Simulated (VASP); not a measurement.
# Y2SbN3 (P-4m2) in VASP: a series of runs

Y2SbN3 is run at these levels: PBEsol; tasks: single point, relaxation of cell and atoms.

Everything below comes from runs of VASP 6.6.1. Logs are shortened: lines on timing, memory, paths and dates and some standing lists are left out, and cuts for length are marked.

## 1. The cell of the first run

It takes space group P-4m2 (No. 115, tetragonal). The conventional cell has a = 3.325 Å, b = 3.325 Å, c = 8.346 Å, α = 90.00°, β = 90.00°, γ = 90.00°. Y (site symmetry 2mm) has 5 N at 2.30 to 2.36 Å within 3.0 Å. Sb (site symmetry -4m2) has 4 N at 2.35 Å within 3.1 Å. Within 3.1 Å of N (site symmetry -4m2) lie 4 Sb at 2.35 Å. Within 3.0 Å of N (site symmetry 2mm) lie 5 Y at 2.30 to 2.36 Å.

## 2. Single point, PBEsol

INCAR reads:

```
PREC     = Accurate       # precision mode
ENCUT    = 520            # plane-wave cutoff, eV
EDIFF    = 1E-7           # SCF threshold, eV
ISMEAR   = -1             # smearing method
SIGMA    = 0.03           # smearing width, eV
LREAL    = False          # projectors in reciprocal space
LASPH    = True           # aspherical terms in the spheres
NELM     = 60             # most SCF steps
ALGO     = Normal         # electronic algorithm
ISIF     = 2              # what is computed and relaxed
LWAVE    = False          # write WAVECAR
LCHARG   = False          # write CHGCAR
GGA      = PS             # functional
NBANDS   = 30             # bands
```

KPOINTS reads:

```
regular mesh
0
Gamma
  6 6 4
```

POSCAR reads:

```
Y2SbN3
1.0
    3.3251978940      0.0000000000      0.0000000000
    0.0000000000      3.3251978940      0.0000000000
    0.0000000000      0.0000000000      8.3457151965
Y Sb N
2 1 3
Direct
    0.0000000000      0.5000000000      0.6491394046
    0.5000000000      0.0000000000      0.3508605954
    0.0000000000      0.0000000000      0.0000000000
    0.5000000000      0.5000000000      0.0000000000
    0.0000000000      0.5000000000      0.3737431489
    0.5000000000      0.0000000000      0.6262568511
```

Potentials or basis: VASP PAW PBE potentials, release 64 (Y_sv, Sb, N).

Run with:

```
$ cat potpaw_PBE.64/Y_sv/POTCAR potpaw_PBE.64/Sb/POTCAR potpaw_PBE.64/N/POTCAR > POTCAR
$ mpirun -np 1 vasp_std > vasp.out
```

OUTCAR:

```text
PREC = Accurate
   ENCUT = 520
   EDIFF = 1E-7
   ISMEAR = -1
   LREAL = False
   LASPH = True
   NELM = 60
   ISIF = 2
   GGA = PS

 ion  position               nearest neighbor table
   1  0.000  0.500  0.649-   5 2.30   6 2.36   6 2.36   6 2.36   6 2.36   3 3.37   3 3.37   2 3.42
                             2 3.42   2 3.42   2 3.42
   2  0.500  0.000  0.351-   6 2.30   5 2.36   5 2.36   5 2.36   5 2.36   3 3.37   3 3.37   1 3.42
                             1 3.42   1 3.42   1 3.42
   3  0.000  0.000  0.000-   4 2.35   4 2.35   4 2.35   4 2.35   2 3.37   2 3.37   1 3.37   1 3.37

   4  0.500  0.500  0.000-   3 2.35   3 2.35   3 2.35   3 2.35
   5  0.000  0.500  0.374-   1 2.30   2 2.36   2 2.36   2 2.36   2 2.36
   6  0.500  0.000  0.626-   2 2.30   1 2.36   1 2.36   1 2.36   1 2.36

  LATTYP: Found a simple tetragonal cell.
 ALAT       =     3.3251978940
 C/A-ratio  =     2.5098401546

  Lattice vectors:

 A1 = (   3.3251978940,   0.0000000000,   0.0000000000)
 A2 = (   0.0000000000,   3.3251978940,   0.0000000000)
 A3 = (   0.0000000000,   0.0000000000,   8.3457151965)

Analysis of symmetry for initial positions (statically):
=====================================================================
 Subroutine PRICEL returns:
 Original cell was already a primitive cell.

 Routine SETGRP: Setting up the symmetry group for a
 simple tetragonal supercell.

 Subroutine GETGRP returns: Found  8 space group operations
 (whereof  8 operations were pure point group operations)
 out of a pool of 16 trial point group operations.

The static configuration has the point symmetry D_2d.

Analysis of symmetry for dynamics (positions and initial velocities):
=====================================================================
 Subroutine PRICEL returns:
 Original cell was already a primitive cell.

 Routine SETGRP: Setting up the symmetry group for a
 simple tetragonal supercell.

 Subroutine GETGRP returns: Found  8 space group operations
 (whereof  8 operations were pure point group operations)
 out of a pool of 16 trial point group operations.

The dynamic configuration has the point symmetry D_2d.

 Subroutine INISYM returns: Found  8 space group operations
 (whereof  8 operations are pure point group operations),
 and found     1 'primitive' translations

----------------------------------------------------------------------------------------

                                     Primitive cell

  volume of cell :      92.2781

  direct lattice vectors                    reciprocal lattice vectors
     3.325197894  0.000000000  0.000000000     0.300733981  0.000000000  0.000000000
     0.000000000  3.325197894  0.000000000     0.000000000  0.300733981  0.000000000
     0.000000000  0.000000000  8.345715197     0.000000000  0.000000000  0.119821966

  length of vectors
     3.325197894  3.325197894  8.345715197     0.300733981  0.300733981  0.119821966

  position of ions in fractional coordinates (direct lattice)
     0.000000000  0.500000000  0.649139405
     0.500000000  0.000000000  0.350860595
     0.000000000  0.000000000  0.000000000
     0.500000000  0.500000000  0.000000000
     0.000000000  0.500000000  0.373743149
     0.500000000  0.000000000  0.626256851

  ion indices of the primitive-cell ions
   primitive index   ion index
                 1           1
                 2           2
                 3           3
                 4           4
                 5           5
                 6           6

----------------------------------------------------------------------------------------

 KPOINTS: regular mesh

Automatic generation of k-mesh.
 Grid dimensions read from file:
 generate k-points for:    6    6    4

 Generating k-lattice:

  Cartesian coordinates                     Fractional coordinates (reciprocal lattice)
     0.050122330  0.000000000  0.000000000     0.166666667  0.000000000  0.000000000
     0.000000000  0.050122330  0.000000000     0.000000000  0.166666667  0.000000000
     0.000000000  0.000000000  0.029955491     0.000000000  0.000000000  0.250000000

  Length of vectors
     0.050122330  0.050122330  0.029955491

  Shift w.r.t. Gamma in fractional coordinates (k-lattice)
     0.000000000  0.000000000  0.000000000

 Subroutine IBZKPT returns following result:
 ===========================================

 Found     30 irreducible k-points:

 Following reciprocal coordinates:
            Coordinates               Weight
  0.000000  0.000000  0.000000      1.000000
  0.166667  0.000000  0.000000      4.000000
  0.333333  0.000000  0.000000      4.000000
  0.500000  0.000000  0.000000      2.000000
  0.166667  0.166667  0.000000      4.000000
  0.333333  0.166667  0.000000      8.000000
[... 16 lines left out ...]
  0.333333  0.000000  0.500000      4.000000
  0.500000  0.000000  0.500000      2.000000
 [... further k-points ...]
   k-points           NKPTS =     30   k-points in BZ     NKDIM =     30   number of bands    NBANDS=     30
   number of dos      NEDOS =    301   number of ions     NIONS =      6
   total plane-waves  NPLWV =  50176
   dimension x,y,z NGX =    28 NGY =   28 NGZ =   64
   dimension x,y,z NGXF=    56 NGYF=   56 NGZF=  128
   ions per type =               2   1   3
   NGX,Y,Z   is equivalent  to a cutoff of  14.00, 14.00, 12.75 a.u.
   NGXF,Y,Z  is equivalent  to a cutoff of  28.00, 28.00, 25.50 a.u.
 SYSTEM =  unknown system
   PREC   = accura    normal or accurate (medium, high low for compatibility)
   ISTART =      0    job   : 0-new  1-cont  2-samecut
   ICHARG =      2    charge: 1-file 2-atom 10-const
   ISPIN  =      1    spin polarized calculation?
   LNONCOLLINEAR =      F non collinear calculations
   LSORBIT =      F    spin-orbit coupling
   LASPH  =      T    aspherical Exc in radial PAW
   ENCUT  =  520.0 eV  38.22 Ry    6.18 a.u.   6.18  6.18 15.52*2*pi/ulx,y,z
   NELM   =     60;   NELMIN=  2; NELMDL= -5     # of ELM steps
   EDIFF  = 0.1E-06   stopping-criterion for ELM
   LREAL  =      F    real-space projection
   EDIFFG = 0.1E-05   stopping-criterion for IOM
   NSW    =      0    number of steps for IOM
   IBRION =     -1    ionic relax: 0-MD 1-quasi-New 2-CG
   NFREE  =      0    steps in history (QN), initial steepest desc. (CG)
   ISIF   =      2    stress and relaxation
   ISYM   =      2    0-nonsym 1-usesym 2-fastsym
   POTIM  = 0.5000    time-step for ionic-motion
   TEBEG  =    0.0;   TEEND  =   0.0 temperature during run
   PSTRESS=    0.0 pullay stress
   NELECT =      42.0000    total number of electrons
   NUPDOWN=      -1.0000    fix difference up-down
   EMIN   =  10.00;   EMAX   =-10.00  energy-range for DOS
   EFERMI =   0.00;   METHOD = LEGACY
   ISMEAR =    -1;   SIGMA  =   0.03  broadening in eV -4-tet -1-fermi 0-gaus
   EFERMI_NEDOS =   21; number of points for ismear=-14 and -15
   IALGO  =     38    algorithm
   IMIX   =      4    mixing-type and parameters
     AMIX     =   0.40;   BMIX     =  1.00
     AMIX_MAG =   1.60;   BMIX_MAG =  1.00
  volume/ion in A,a.u.               =      15.38       103.79
  Fermi-wavevector in a.u.,A,eV,Ry     =   1.259288  2.379709 21.576205  1.585806
  Thomas-Fermi vector in A             =   2.392855
   LORBIT       =      0    0 simple, 1 ext, 2 COOP (PROOUT), +10 PAW based schemes
   GGA     = PS    functional components
   LHFCALC =     F    Hartree Fock is set to
   AEXX    =    0.0000 exact exchange contribution
   IVDW    =     0    specifies the selected vdW correction
   LEPSILON=     F    determine dielectric tensor
   LRPA    =     F    only Hartree local field effects (RPA)
 non-spin polarized calculation
  energy-cutoff  :      520.00
  volume of cell :       92.28
 maximum number of plane-waves:      2520
 NGX is ok and might be reduce to    28
   NGX = 13   NGY = 13   NGZ = 31

 number of electron      41.9999998 magnetization

 Free energy of the ion-electron system (eV)
  ---------------------------------------------------
  ext. energy  EPLUGINS =         0.00000000
  ---------------------------------------------------
  free energy    TOTEN  =       -48.26353621 eV

  energy without entropy =      -48.25232720  energy(sigma->0) =      -48.25793170

 E-fermi :   5.0764     XC(G=0): -11.1541

 val. band max:        5.0490245808   @ k =   0.5000   0.5000   0.2500
 cond. band min:       5.0808429253   @ k =   0.3333   0.1667   0.5000
 fundamental gap:      0.0318183445
 Fermi energy:         5.0764068902

 k-point     1 :       0.0000    0.0000    0.0000
  band No.  band energies     occupation
      1     -35.3550      2.00000
      2     -35.2591      2.00000
      3     -15.9696      2.00000
      4     -15.3601      2.00000
      5     -15.2077      2.00000
      6     -15.2077      2.00000
[... 22 lines left out ...]
     29      11.2827      0.00000
     30      11.4005      0.00000

 k-point     2 :       0.1667    0.0000    0.0000
  band No.  band energies     occupation
      1     -35.3323      2.00000
      2     -35.2490      2.00000
      3     -15.9552      2.00000
      4     -15.5717      2.00000
      5     -15.2485      2.00000
      6     -15.2417      2.00000
[... 22 lines left out ...]
     29      11.4785      0.00000
     30      11.6649      0.00000

 k-point     3 :       0.3333    0.0000    0.0000
  band No.  band energies     occupation
      1     -35.2819      2.00000
      2     -35.2334      2.00000
      3     -16.0598      2.00000
      4     -15.9945      2.00000
      5     -15.4687      2.00000
      6     -15.3036      2.00000
[... 22 lines left out ...]
     29      11.0309      0.00000
     30      11.8072      0.00000

 k-point     4 :       0.5000    0.0000    0.0000
  band No.  band energies     occupation
      1     -35.2414      2.00000
      2     -35.2406      2.00000
      3     -16.2045      2.00000
      4     -16.1862      2.00000
      5     -15.4066      2.00000
      6     -15.3972      2.00000
[... 22 lines left out ...]
     29      11.6881      0.00000
     30      11.8304      0.00000

 k-point     5 :       0.1667    0.1667    0.0000
  band No.  band energies     occupation
      1     -35.3108      2.00000
      2     -35.2384      2.00000
      3     -15.9329      2.00000
      4     -15.5882      2.00000
      5     -15.3817      2.00000
      6     -15.2623      2.00000
[... 22 lines left out ...]
     29      11.2569      0.00000
     30      11.6184      0.00000
[... 526 lines left out ...]
     29      11.2833      0.00000
     30      11.3584      0.00000

 k-point    22 :       0.1667    0.0000    0.5000
  band No.  band energies     occupation
      1     -35.3323      2.00000
      2     -35.2490      2.00000
      3     -15.9492      2.00000
      4     -15.5773      2.00000
      5     -15.2517      2.00000
      6     -15.2410      2.00000
[... 22 lines left out ...]
     29      11.2267      0.00000
     30      11.6279      0.00000

 k-point    23 :       0.3333    0.0000    0.5000
  band No.  band energies     occupation
      1     -35.2819      2.00000
      2     -35.2334      2.00000
      3     -16.0599      2.00000
      4     -15.9969      2.00000
      5     -15.4634      2.00000
      6     -15.3059      2.00000
[... 22 lines left out ...]
     29      11.2808      0.00000
     30      11.5457      0.00000

 k-point    24 :       0.5000    0.0000    0.5000
  band No.  band energies     occupation
      1     -35.2414      2.00000
      2     -35.2406      2.00000
      3     -16.2058      2.00000
      4     -16.1878      2.00000
      5     -15.4047      2.00000
      6     -15.3950      2.00000
[... 22 lines left out ...]
     29      11.4232      0.00000
     30      11.7487      0.00000

 [... further k-points ...]
[... 5 lines left out ...]
  --------------------------------------------------------------------------------------
  -------------------------------------------------------------------------------------
  Total       -0.1393185     -0.1393185     -0.0595724      0.0000000      0.0000000      0.0000000
  in kB       -2.4189167     -2.4189167     -1.0343255      0.0000000      0.0000000      0.0000000
  external PRESSURE =      -1.9573863 kB  Pullay stress =       0.0000000 kB

 VOLUME and BASIS-vectors are now :
 -----------------------------------------------------------------------------
  energy-cutoff  :      520.00
  volume of cell :       92.28
      direct lattice vectors                 reciprocal lattice vectors
     3.325197894  0.000000000  0.000000000     0.300733981  0.000000000  0.000000000
     0.000000000  3.325197894  0.000000000     0.000000000  0.300733981  0.000000000
     0.000000000  0.000000000  8.345715197     0.000000000  0.000000000  0.119821966

 POSITION                                       TOTAL-FORCE (eV/Angst)
 -----------------------------------------------------------------------------------
      0.00000      1.66260      5.41753        -0.000000     -0.000000     -0.000003
      1.66260      0.00000      2.92818         0.000000     -0.000000      0.000003
      0.00000      0.00000      0.00000         0.000000     -0.000000      0.000000
      1.66260      1.66260      0.00000         0.000000      0.000000      0.000000
      0.00000      1.66260      3.11915         0.000000     -0.000000      0.000412
      1.66260      0.00000      5.22656         0.000000     -0.000000     -0.000412
 -----------------------------------------------------------------------------------
    total drift:                                0.000000      0.000000     -0.000000

  FREE ENERGIE OF THE ION-ELECTRON SYSTEM (eV)
  ---------------------------------------------------
  free  energy   TOTEN  =       -48.2635362079 eV

  energy  without entropy=      -48.2523271972  energy(sigma->0) =      -48.25793170
```

Wall time 2.3 min (1 thread of Intel Xeon Platinum 8488C (Sapphire Rapids), shared host); peak memory 0.27 GiB.

What came out:

```yaml
Free_energy: -48.2635 eV
Pressure: -0.2 GPa
Band_gap_on_the_k_mesh: zero (bands 21 and 22 overlap by 0.71 eV)
```

Levels at points of the mesh, in eV from the Fermi level:
| k point | band 19 | band 20 | band 21 | band 22 | band 23 | band 24 |
| --- | --- | --- | --- | --- | --- | --- |
| (0.00, 0.00, 0.00) | -0.28 | 0.30 | 0.30 | 0.88 | 1.53 | 3.22 |
| (0.50, 0.00, 0.00) | -1.58 | -1.01 | 0.09 | 0.85 | 1.34 | 3.53 |
| (0.50, 0.50, 0.00) | -1.08 | -0.87 | 0.04 | 0.57 | 2.66 | 2.76 |
| (0.00, 0.00, 0.50) | -0.38 | 0.31 | 0.31 | 0.55 | 2.24 | 2.28 |
| (0.50, 0.00, 0.50) | -1.56 | -1.40 | -0.53 | 1.21 | 1.42 | 3.62 |
| (0.50, 0.50, 0.50) | -0.92 | -0.62 | -0.11 | -0.09 | 3.30 | 4.55 |

Caveat: the PAW data sets were made with another functional, which shifts forces and pressure a little; spin-orbit coupling is left out, which moves the levels of the heavy elements.

## 3. Relaxation of cell and atoms, PBEsol

This run uses another cell than the first one, of 17.22 Å³/atom.

INCAR reads:

```
SYSTEM = Y2SbN3
PREC = Accurate
ENCUT = 600
EDIFF = 1E-7
ISMEAR = -1
SIGMA = 0.03
LREAL = .FALSE.
LASPH = .TRUE.
NELM = 60
ALGO = Normal
ISIF = 3
LWAVE = .FALSE.
LCHARG = .FALSE.
GGA = PS
IBRION = 2
NSW = 100
EDIFFG = -0.01
```

KPOINTS reads:

```
Automatic mesh
0
G
  6 6 4
  0 0 0
```

POSCAR reads:

```
Y2SbN3
1.0
    3.6111080200      0.0000000000      0.0000000000
    0.0000000000      3.6111080200      0.0000000000
    0.0000000000      0.0000000000      7.9215864900
Y Sb N
2 1 3
Direct
    0.0000000000      0.5000000000      0.7372320000
    0.5000000000      0.0000000000      0.2627680000
    0.0000000000      0.0000000000      0.0000000000
    0.5000000000      0.5000000000      0.0000000000
    0.0000000000      0.5000000000      0.3774000000
    0.5000000000      0.0000000000      0.6226000000
```

Potentials or basis: VASP PAW PBE potentials, release 64 (Y_sv, Sb, N).

Run with:

```
$ cat potpaw_PBE.64/Y_sv/POTCAR potpaw_PBE.64/Sb/POTCAR potpaw_PBE.64/N/POTCAR > POTCAR
$ mpirun -np 1 vasp_std > vasp.out
```

Wall time 27 min (1 thread of Intel Xeon Platinum 8488C (Sapphire Rapids), shared host); peak memory 0.3 GiB.

The run converged. Its results:

```yaml
Free_energy: -48.2806 eV
Relaxed_volume: 15.32 Å³/atom
Relaxed_cell: a = 3.323 Å, b = 3.323 Å, c = 8.324 Å, α = 90.00°, β = 90.00°, γ = 90.00°
Space_group_after_relaxing_to_0.1_Å: P-4m2 (No. 115)
Energy_gained_by_relaxing: 981.5 meV/atom
Ionic_steps: 18
Pressure_after_relaxing: 0.0 GPa
Largest_force_after_relaxing: 0.004 eV/Å
Band_gap_on_the_k_mesh: zero (bands 21 and 22 overlap by 0.70 eV)
```

Forces on the atoms (eV/Å):
```
Y    0.000  0.000 -0.004
Y    0.000  0.000  0.004
Sb   0.000  0.000  0.000
N    0.000  0.000  0.000
N    0.000  0.000  0.004
N    0.000  0.000 -0.004
```

The path:
| step | energy change (eV) | largest force (eV/Å) | pressure (GPa) | volume (Å³) |
| --- | --- | --- | --- | --- |
| 1 | 0.0000 | 6.3429 | -10.01 | 103.30 |
| 2 | -4.4308 | 3.5741 | 1.05 | 87.78 |
| 3 | -4.8226 | 2.6209 | 11.95 | 82.88 |
| 4 | -5.7353 | 0.6813 | -5.01 | 92.45 |
| 5 | -5.7458 | 0.6772 | -3.79 | 91.44 |
| 6 | -5.8032 | 0.5857 | 2.43 | 88.58 |
| 7 | -5.8190 | 0.6162 | 0.31 | 89.44 |
| 8 | -5.8525 | 0.3860 | 0.73 | 89.52 |
| 9 | -5.8750 | 0.0102 | 1.43 | 89.63 |
| 10 | -5.8773 | 0.2532 | -1.58 | 91.90 |
| 11 | -5.8812 | 0.1464 | -0.29 | 90.89 |
| 12 | -5.8866 | 0.1269 | -0.15 | 91.35 |
| 13 | -5.8879 | 0.1115 | -0.02 | 91.71 |
| 14 | -5.8891 | 0.0251 | 0.18 | 91.82 |
| 15 | -5.8892 | 0.0249 | 0.13 | 91.81 |
| 16 | -5.8892 | 0.0098 | -0.21 | 92.05 |
| 17 | -5.8892 | 0.0170 | -0.05 | 91.94 |
| 18 | -5.8893 | 0.0044 | -0.02 | 91.94 |

Final structure:
```yaml
crystal:
  lattice:
    - [3.32345, 0.00000, 0.00000]
    - [0.00000, 3.32345, 0.00000]
    - [0.00000, 0.00000, 8.32432]
  atoms:
    - { symbol: Y, position: [0.00000, 0.50000, 0.64956] }
    - { symbol: Y, position: [0.50000, 0.00000, 0.35044] }
    - { symbol: Sb, position: [0.00000, 0.00000, 0.00000] }
    - { symbol: N, position: [0.50000, 0.50000, 0.00000] }
    - { symbol: N, position: [0.00000, 0.50000, 0.37341] }
    - { symbol: N, position: [0.50000, 0.00000, 0.62659] }
```

Levels at points of the mesh, in eV from the Fermi level:
| k point | band 18 | band 19 | band 20 | band 21 | band 22 | band 23 | band 24 | band 25 |
| --- | --- | --- | --- | --- | --- | --- | --- | --- |
| (0.00, 0.00, 0.00) | -0.38 | -0.27 | 0.30 | 0.30 | 0.88 | 1.51 | 3.23 | 4.28 |
| (0.50, 0.00, 0.00) | -2.08 | -1.59 | -1.01 | 0.10 | 0.85 | 1.35 | 3.53 | 5.07 |
| (0.50, 0.50, 0.00) | -1.09 | -1.09 | -0.88 | 0.04 | 0.57 | 2.66 | 2.77 | 5.01 |
| (0.00, 0.00, 0.50) | -0.38 | -0.38 | 0.30 | 0.30 | 0.54 | 2.23 | 2.30 | 4.92 |
| (0.50, 0.00, 0.50) | -2.10 | -1.57 | -1.40 | -0.53 | 1.22 | 1.42 | 3.61 | 5.41 |
| (0.50, 0.50, 0.50) | -0.93 | -0.93 | -0.63 | -0.11 | -0.09 | 3.32 | 4.55 | 4.67 |

Caveat: the PAW data sets were made with another functional, which shifts forces and pressure a little; spin-orbit coupling is left out, which moves the levels of the heavy elements.
